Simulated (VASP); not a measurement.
# CrO2 (pbesol) (P4_2/mnm) in VASP: further runs

Runs on CrO2 (pbesol). Level: PBEsol. Tasks: single point, relaxation of cell and atoms.

Program: VASP 6.6.1. These are calculated values, not measurements. Logs are shortened: lines on timing, memory, paths and dates and some standing lists are left out, and cuts for length are marked.

**1. The cell of the first run**

Symmetry: P4_2/mnm, No. 136, tetragonal system. The conventional cell has a = 4.421 Å, b = 4.421 Å, c = 2.917 Å, α = 90.00°, β = 90.00°, γ = 90.00°. Cr (site symmetry mmm) has 6 O at 1.88 to 1.92 Å within 2.5 Å. O (site symmetry m2m) has 3 Cr at 1.88 to 1.92 Å and 1 O at 2.49 Å within 2.5 Å.

**2. Single point, PBEsol, collinear spin, ferromagnetic start**

Contents of INCAR:

```
SYSTEM = CrO2
PREC = Accurate
ENCUT = 520
EDIFF = 1E-7
ISMEAR = 0
SIGMA = 0.1
LREAL = .False.
LASPH = .True.
NELM = 150
ALGO = Normal
ISIF = 2
LWAVE = .False.
LCHARG = .False.
ISPIN = 2
MAGMOM = 2 2 0 0 0 0
LORBIT = 11
LMAXMIX = 4
GGA = PS
NBANDS = 37
```

Contents of KPOINTS:

```
Automatic mesh
0
Gamma
  4 4 6
  0 0 0
```

Contents of POSCAR:

```
CrO2
1.0
    4.4210000000      0.0000000000      0.0000000000
    0.0000000000      4.4210000000      0.0000000000
    0.0000000000      0.0000000000      2.9170000000
Cr O
2 4
Direct
    0.0000000000      0.0000000000      0.0000000000
    0.5000000000      0.5000000000      0.5000000000
    0.3010000000      0.3010000000      0.0000000000
    0.1990000000      0.8010000000      0.5000000000
    0.6990000000      0.6990000000      0.0000000000
    0.8010000000      0.1990000000      0.5000000000
```

Potentials or basis: VASP PAW PBE potentials, release 64 (Cr_pv, O).

The run is started by

```console
cat potpaw_PBE.64/Cr_pv/POTCAR potpaw_PBE.64/O/POTCAR > POTCAR
mpirun -np 1 vasp_std > vasp.out
```

OUTCAR:

```text
SYSTEM = CrO2
   PREC = Accurate
   ENCUT = 520
   EDIFF = 1E-7
   ISMEAR = 0
   LREAL = .False.
   LASPH = .True.
   NELM = 150
   ISIF = 2
   ISPIN = 2
   LORBIT = 11
   GGA = PS

 ion  position               nearest neighbor table
   1  0.000  0.000  0.000-   3 1.88   5 1.88   4 1.92   6 1.92   4 1.92   6 1.92
   2  0.500  0.500  0.500-   4 1.88   6 1.88   5 1.92   3 1.92   3 1.92   5 1.92
   3  0.301  0.301  0.000-   1 1.88   2 1.92   2 1.92
   4  0.199  0.801  0.500-   2 1.88   1 1.92   1 1.92
   5  0.699  0.699  0.000-   1 1.88   2 1.92   2 1.92
   6  0.801  0.199  0.500-   2 1.88   1 1.92   1 1.92

  LATTYP: Found a simple tetragonal cell.
 ALAT       =     4.4210000000
 C/A-ratio  =     0.6598054739

  Lattice vectors:

 A1 = (   4.4210000000,   0.0000000000,   0.0000000000)
 A2 = (   0.0000000000,   4.4210000000,   0.0000000000)
 A3 = (   0.0000000000,   0.0000000000,   2.9170000000)

Analysis of symmetry for initial positions (statically):
=====================================================================
 Subroutine PRICEL returns:
 Original cell was already a primitive cell.

 Routine SETGRP: Setting up the symmetry group for a
 simple tetragonal supercell.

 Subroutine GETGRP returns: Found 16 space group operations
 (whereof  8 operations were pure point group operations)
 out of a pool of 16 trial point group operations.

The static configuration has the point symmetry D_2h.
 The point group associated with its full space group is D_4h.

Analysis of symmetry for dynamics (positions and initial velocities):
=====================================================================
 Subroutine PRICEL returns:
 Original cell was already a primitive cell.

 Routine SETGRP: Setting up the symmetry group for a
 simple tetragonal supercell.

 Subroutine GETGRP returns: Found 16 space group operations
 (whereof  8 operations were pure point group operations)
 out of a pool of 16 trial point group operations.

The dynamic configuration has the point symmetry D_2h.
 The point group associated with its full space group is D_4h.

Analysis of structural, dynamic, and magnetic symmetry:
=====================================================================
 Subroutine PRICEL returns:
 Original cell was already a primitive cell.

 Routine SETGRP: Setting up the symmetry group for a
 simple tetragonal supercell.

 Subroutine GETGRP returns: Found 16 space group operations
 (whereof  8 operations were pure point group operations)
 out of a pool of 16 trial point group operations.

The overall configuration has the point symmetry D_2h.
 The point group associated with its full space group is D_4h.

 Subroutine INISYM returns: Found 16 space group operations
 (whereof  8 operations are pure point group operations),
 and found     1 'primitive' translations

----------------------------------------------------------------------------------------

                                     Primitive cell

  volume of cell :      57.0135

  direct lattice vectors                    reciprocal lattice vectors
     4.421000000  0.000000000  0.000000000     0.226193169  0.000000000  0.000000000
     0.000000000  4.421000000  0.000000000     0.000000000  0.226193169  0.000000000
     0.000000000  0.000000000  2.917000000     0.000000000  0.000000000  0.342817964

  length of vectors
     4.421000000  4.421000000  2.917000000     0.226193169  0.226193169  0.342817964

  position of ions in fractional coordinates (direct lattice)
     0.000000000  0.000000000  0.000000000
     0.500000000  0.500000000  0.500000000
     0.301000000  0.301000000  0.000000000
     0.199000000  0.801000000  0.500000000
     0.699000000  0.699000000  0.000000000
     0.801000000  0.199000000  0.500000000

  ion indices of the primitive-cell ions
   primitive index   ion index
                 1           1
                 2           2
                 3           3
                 4           4
                 5           5
                 6           6

----------------------------------------------------------------------------------------

 KPOINTS: Automatic mesh

Automatic generation of k-mesh.
 Grid dimensions read from file:
 generate k-points for:    4    4    6

 Generating k-lattice:

[... 42 lines left out ...]
   k-points           NKPTS =     24   k-points in BZ     NKDIM =     24   number of bands    NBANDS=     37
   number of dos      NEDOS =    301   number of ions     NIONS =      6
   total plane-waves  NPLWV =  31104
   dimension x,y,z NGX =    36 NGY =   36 NGZ =   24
   dimension x,y,z NGXF=    72 NGYF=   72 NGZF=   48
   ions per type =               2   4
   NGX,Y,Z   is equivalent  to a cutoff of  13.54, 13.54, 13.68 a.u.
   NGXF,Y,Z  is equivalent  to a cutoff of  27.07, 27.07, 27.36 a.u.
 SYSTEM =  CrO2
   PREC   = accura    normal or accurate (medium, high low for compatibility)
   ISTART =      0    job   : 0-new  1-cont  2-samecut
   ICHARG =      2    charge: 1-file 2-atom 10-const
   ISPIN  =      2    spin polarized calculation?
   LNONCOLLINEAR =      F non collinear calculations
   LSORBIT =      F    spin-orbit coupling
   LASPH  =      T    aspherical Exc in radial PAW
   ENCUT  =  520.0 eV  38.22 Ry    6.18 a.u.   8.22  8.22  5.42*2*pi/ulx,y,z
   NELM   =    150;   NELMIN=  2; NELMDL= -5     # of ELM steps
   EDIFF  = 0.1E-06   stopping-criterion for ELM
   LREAL  =      F    real-space projection
   EDIFFG = 0.1E-05   stopping-criterion for IOM
   NSW    =      0    number of steps for IOM
   IBRION =     -1    ionic relax: 0-MD 1-quasi-New 2-CG
   NFREE  =      0    steps in history (QN), initial steepest desc. (CG)
   ISIF   =      2    stress and relaxation
   ISYM   =      2    0-nonsym 1-usesym 2-fastsym
   POTIM  = 0.5000    time-step for ionic-motion
   TEBEG  =    0.0;   TEEND  =   0.0 temperature during run
   PSTRESS=    0.0 pullay stress
   NELECT =      48.0000    total number of electrons
   NUPDOWN=      -1.0000    fix difference up-down
   EMIN   =  10.00;   EMAX   =-10.00  energy-range for DOS
   EFERMI =   0.00;   METHOD = LEGACY
   ISMEAR =     0;   SIGMA  =   0.10  broadening in eV -4-tet -1-fermi 0-gaus
   EFERMI_NEDOS =   21; number of points for ismear=-14 and -15
   IALGO  =     38    algorithm
   IMIX   =      4    mixing-type and parameters
     AMIX     =   0.40;   BMIX     =  1.00
     AMIX_MAG =   1.60;   BMIX_MAG =  1.00
  volume/ion in A,a.u.               =       9.50        64.12
  Fermi-wavevector in a.u.,A,eV,Ry     =   1.545834  2.921202 32.512505  2.389602
  Thomas-Fermi vector in A             =   2.651156
   LORBIT       =     11    0 simple, 1 ext, 2 COOP (PROOUT), +10 PAW based schemes
   GGA     = PS    functional components
   LHFCALC =     F    Hartree Fock is set to
   AEXX    =    0.0000 exact exchange contribution
   IVDW    =     0    specifies the selected vdW correction
   LEPSILON=     F    determine dielectric tensor
   LRPA    =     F    only Hartree local field effects (RPA)
 spin polarized calculation
 Gauss-broadening in eV      SIGMA  =   0.10
  energy-cutoff  :      520.00
  volume of cell :       57.01
 maximum number of plane-waves:      1567
 NGX is ok and might be reduce to    36
   NGX = 17   NGY = 17   NGZ = 11

 number of electron      48.0000028 magnetization       3.9998127

 Free energy of the ion-electron system (eV)
  ---------------------------------------------------
  ext. energy  EPLUGINS =         0.00000000
  ---------------------------------------------------
  free energy    TOTEN  =       -53.00820275 eV

  energy without entropy =      -52.99743889  energy(sigma->0) =      -53.00282082

 E-fermi :   5.5935     XC(G=0): -12.2040

 val. band max:        5.5497731059   @ k =   0.2500   0.0000   0.1667
 cond. band min:       5.5958612779   @ k =   0.5000   0.5000   0.5000
 fundamental gap:      0.0460881721
 Fermi energy:         5.5934707026

 spin component 1

 k-point     1 :       0.0000    0.0000    0.0000
  band No.  band energies     occupation
      1     -39.2265      1.00000
      2     -39.2265      1.00000
      3     -39.0952      1.00000
      4     -39.0952      1.00000
      5     -39.0099      1.00000
      6     -38.9952      1.00000
[... 925 lines left out ...]
     35      16.6802      0.00000
     36      16.6802      0.00000
 Fermi energy:         5.5934707026

 spin component 2

 k-point     1 :       0.0000    0.0000    0.0000
  band No.  band energies     occupation
      1     -37.2446      1.00000
      2     -37.2446      1.00000
      3     -36.9079      1.00000
      4     -36.9079      1.00000
      5     -36.6839      1.00000
      6     -36.6664      1.00000
[... 925 lines left out ...]
     35      16.8171      0.00000
     36      16.8171      0.00000
 [bands above 36 left out]

------------------------ aborting loop because EDIFF is reached ----------------------------------------

  FORCE on cell =-STRESS in cart. coord.  units (eV):
  Direction    XX          YY          ZZ          XY          YZ          ZX
  --------------------------------------------------------------------------------------
  -------------------------------------------------------------------------------------
  Total       -1.8293525     -1.8293525     -2.6706858      0.0000000      0.0000000      0.0000000
  in kB      -51.4079773    -51.4079773    -75.0509030      0.0000000      0.0000000      0.0000000
  external PRESSURE =     -59.2889525 kB  Pullay stress =       0.0000000 kB

 VOLUME and BASIS-vectors are now :
 -----------------------------------------------------------------------------
  energy-cutoff  :      520.00
  volume of cell :       57.01
      direct lattice vectors                 reciprocal lattice vectors
     4.421000000  0.000000000  0.000000000     0.226193169  0.000000000  0.000000000
     0.000000000  4.421000000  0.000000000     0.000000000  0.226193169  0.000000000
     0.000000000  0.000000000  2.917000000     0.000000000  0.000000000  0.342817964

 POSITION                                       TOTAL-FORCE (eV/Angst)
 -----------------------------------------------------------------------------------
      0.00000      0.00000      0.00000         0.000000     -0.000000      0.000000
      2.21050      2.21050      1.45850         0.000000     -0.000000      0.000000
      1.33072      1.33072      0.00000         0.227742      0.227742     -0.000000
      0.87978      3.54122      1.45850        -0.227742      0.227742     -0.000000
      3.09028      3.09028      0.00000        -0.227742     -0.227742      0.000000
      3.54122      0.87978      1.45850         0.227742     -0.227742      0.000000
 -----------------------------------------------------------------------------------
    total drift:                                0.000000      0.000000      0.000000

  FREE ENERGIE OF THE ION-ELECTRON SYSTEM (eV)
  ---------------------------------------------------
  free  energy   TOTEN  =       -53.0082027504 eV

  energy  without entropy=      -52.9974388929  energy(sigma->0) =      -53.00282082

 total charge

# of ion       s       p       d       tot
------------------------------------------
    1        0.361   6.472   4.041  10.873
    2        0.361   6.472   4.041  10.873
    3        1.566   3.443   0.000   5.009
    4        1.566   3.443   0.000   5.009
    5        1.566   3.443   0.000   5.009
    6        1.566   3.443   0.000   5.009
--------------------------------------------------
tot          6.987  26.715   8.081  41.783

 magnetization (x)

# of ion       s       p       d       tot
------------------------------------------
    1        0.021   0.031   2.028   2.080
    2        0.021   0.031   2.028   2.080
    3       -0.003  -0.067   0.000  -0.070
    4       -0.003  -0.067   0.000  -0.070
    5       -0.003  -0.067   0.000  -0.070
    6       -0.003  -0.067   0.000  -0.070
--------------------------------------------------
tot          0.030  -0.207   4.057   3.879
```

Run time: 2.2 min. Hardware: 1 thread of AMD EPYC 7R43 (Zen 3), shared host; peak memory 0.2 GiB.

What came out:

```
Free energy                                           : -53.0082 eV
Pressure                                              : -5.9 GPa
Largest force                                         : 0.322 eV/Å
Band gap on the k mesh                                : zero (filled and empty bands overlap)
Net moment                                            : 4.00 μB per cell
Site moments                                          : Cr +2.08; O -0.07 μB
Valence electrons inside the program's atomic spheres : Cr 10.87; O 5.01
```

Forces on the atoms (eV/Å):
```
Cr   0.000  0.000  0.000
Cr   0.000  0.000  0.000
O    0.228  0.228  0.000
O   -0.228  0.228  0.000
O   -0.228 -0.228  0.000
O    0.228 -0.228  0.000
```

Caveat: the PAW data sets were made with another functional, which shifts forces and pressure a little; semilocal functionals often make such compounds metallic where correlation or magnetic order opens a gap, which also shifts bond lengths; only a ferromagnetic start was run, and an antiferromagnetic order may lie lower in energy. With open d or f shells a metallic result of PBEsol can be an artefact of self-interaction; +U or a hybrid may open a gap.

**3. Relaxation of cell and atoms, PBEsol, collinear spin, ferromagnetic start**

Contents of INCAR:

```
SYSTEM = CrO2
PREC     = Accurate       ! precision mode
ENCUT    = 600            ! plane-wave cutoff, eV
EDIFF    = 1E-7           ! SCF threshold, eV
ISMEAR   = 0              ! smearing method
SIGMA    = 0.1            ! smearing width, eV
LREAL    = .FALSE.        ! projectors in reciprocal space
LASPH    = .TRUE.         ! aspherical terms in the spheres
NELM     = 200            ! most SCF steps
ALGO     = Normal         ! electronic algorithm
ISIF     = 3              ! what is computed and relaxed
LWAVE    = .FALSE.        ! write WAVECAR
LCHARG   = .FALSE.        ! write CHGCAR
ISPIN    = 2              ! spin polarisation
MAGMOM   = 1.88 1.88 0 0 0 0 ! initial moments
LORBIT   = 11             ! projections on sites
LMAXMIX  = 4              ! l up to which the mixer works
GGA      = PS             ! functional
IBRION   = 2              ! ionic algorithm
NSW      = 100            ! ionic steps
EDIFFG   = -0.002         ! ionic threshold
GGA_COMPAT= .FALSE.      
NELMIN   = 4            
KPAR     = 4
```

Contents of KPOINTS:

```
regular mesh
0
G
  8 8 12
  0 0 0
```

POSCAR is that of step 2.

Potentials or basis: VASP PAW PBE potentials, release 64 (Cr_pv, O).

The run is started by

```console
cat potpaw_PBE.64/Cr_pv/POTCAR potpaw_PBE.64/O/POTCAR > POTCAR
mpirun -np 4 vasp_std > vasp.out
```

It took 5.5 min on 4 MPI ranks of Intel Xeon Platinum 8488C (Sapphire Rapids), shared host; peak memory 0.42 GiB.

It converged, with:

* Free energy: -53.0585 eV
* Relaxed volume: 9.29 Å³/atom
* Relaxed cell: a = 4.393 Å, b = 4.393 Å, c = 2.889 Å, α = 90.00°, β = 90.00°, γ = 90.00°
* Space group after relaxing (to 0.05 Å): P4_2/mnm (No. 136)
* Energy gained by relaxing: 5.9 meV/atom
* Ionic steps: 10
* Pressure after relaxing: 0.0 GPa
* Band gap on the k mesh: zero (filled and empty bands overlap)
* Net moment: 4.00 μB per cell
* Site moments: Cr +2.06; O -0.06 μB
* Valence electrons inside the program's atomic spheres: Cr 10.94; O 5.02

Step by step:
| step | energy change (eV) | largest force (eV/Å) | pressure (GPa) | volume (Å³) |
| --- | --- | --- | --- | --- |
| 1 | 0.0000 | 0.3287 | -6.15 | 57.01 |
| 2 | 0.0128 | 0.1773 | 9.01 | 54.06 |
| 3 | -0.0335 | 0.1234 | 0.39 | 55.62 |
| 4 | -0.0335 | 0.1188 | 0.51 | 55.59 |
| 5 | -0.0352 | 0.0061 | 0.18 | 55.71 |
| 6 | -0.0352 | 0.0026 | 0.16 | 55.72 |
| 7 | -0.0352 | 0.0070 | -0.19 | 55.78 |
| 8 | -0.0352 | 0.0028 | -0.03 | 55.75 |
| 9 | -0.0352 | 0.0028 | -0.04 | 55.75 |
| 10 | -0.0352 | 0.0016 | 0.00 | 55.75 |

Final structure:
```yaml
crystal:
  lattice:
    - [4.39257, 0.00000, 0.00000]
    - [0.00000, 4.39257, 0.00000]
    - [0.00000, 0.00000, 2.88928]
  atoms:
    - { symbol: Cr, position: [0.00000, 0.00000, 0.00000] }
    - { symbol: Cr, position: [0.50000, 0.50000, 0.50000] }
    - { symbol: O, position: [0.30317, 0.30317, 0.00000] }
    - { symbol: O, position: [0.19683, 0.80317, 0.50000] }
    - { symbol: O, position: [0.69683, 0.69683, 0.00000] }
    - { symbol: O, position: [0.80317, 0.19683, 0.50000] }
```

Levels at points of the mesh, in eV from the Fermi level:
Spin up:
```csv
k point,band 24,band 25,band 26,band 27,band 28,band 29
"(0.00, 0.00, 0.00)",-1.16,-1.16,-1.13,-0.67,1.14,1.24
"(0.50, 0.00, 0.00)",-0.76,-0.32,-0.32,0.34,0.34,3.37
"(0.50, 0.50, 0.00)",-1.50,-1.14,-1.14,0.91,0.91,2.81
"(0.00, 0.00, 0.50)",-0.64,-0.04,-0.04,0.79,0.79,2.48
"(0.50, 0.00, 0.50)",-1.50,-0.64,-0.64,0.97,0.97,1.69
"(0.50, 0.50, 0.50)",-0.63,-0.30,-0.30,0.06,0.06,3.00
```
Spin down:
```tsv
k point	band 18	band 19	band 20	band 21	band 22	band 23	band 24	band 25	band 26	band 27
(0.00, 0.00, 0.00)	-3.56	-1.81	-1.45	-1.45	-0.99	0.77	0.82	1.05	1.05	1.10
(0.50, 0.00, 0.00)	-4.45	-3.02	-3.02	-1.84	-1.84	1.46	1.46	1.68	1.68	2.00
(0.50, 0.50, 0.00)	-3.42	-2.65	-2.65	-2.29	-2.29	0.80	0.80	1.08	1.08	2.33
(0.00, 0.00, 0.50)	-4.10	-3.81	-3.81	-2.72	-2.72	1.57	1.57	1.98	1.98	2.41
(0.50, 0.00, 0.50)	-3.94	-3.31	-3.31	-2.18	-2.18	0.51	0.51	2.02	2.02	2.51
(0.50, 0.50, 0.50)	-4.06	-2.52	-2.52	-1.75	-1.75	1.19	1.19	1.87	1.87	2.05
```

Caveat: the PAW data sets were made with another functional, which shifts forces and pressure a little; semilocal functionals often make such compounds metallic where correlation or magnetic order opens a gap, which also shifts bond lengths; only a ferromagnetic start was run, and an antiferromagnetic order may lie lower in energy.
